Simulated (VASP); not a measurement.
A run of VASP 6.6.1:

Contents of INCAR:

```
SYSTEM = TaN
  PREC = Accurate
  ENCUT = 520
  EDIFF = 1E-6
  ISMEAR = -1
  SIGMA = 0.1
  LREAL = .FALSE.
  LASPH = .TRUE.
  NELM = 80
  ALGO = Normal
  ISIF = 2
  LWAVE = .FALSE.
  LCHARG = .FALSE.
  NBANDS = 33
```

KPOINTS

```
Automatic mesh
0
G
  6 6 10
  0 0 0
```

Contents of POSCAR:

```
TaN
1.0
    5.1910000000      0.0000000000      0.0000000000
   -2.5955000000      4.4955380000      0.0000000000
    0.0000000000      0.0000000000      2.9080000000
Ta N
3 3
Direct
    0.0000000000      0.0000000000      0.0000000000
    0.3333333333      0.6666666667      0.5000000000
    0.6666666667      0.3333333333      0.5000000000
    0.5000000000      0.0000000000      0.0000000000
    0.5000000000      0.5000000000      0.0000000000
    0.0000000000      0.5000000000      0.0000000000
```

Potentials or basis: VASP PAW LDA potentials, release 64 (Ta_pv, N).

Command:

```bash
$ cat potpaw_LDA.64/Ta_pv/POTCAR potpaw_LDA.64/N/POTCAR > POTCAR
$ mpirun -np 1 vasp_std > vasp.out
```

Hardware: 1 thread of Intel(R) Xeon(R) 6975P-C (Granite Rapids), on a shared host.

Question: How long does it take, and how much memory?

Answer: Run time: 32 s on 1 thread of Intel(R) Xeon(R) 6975P-C (Granite Rapids), on a shared host, peak memory 0.21 GiB. Counts: scf iterations 14, k points 42.
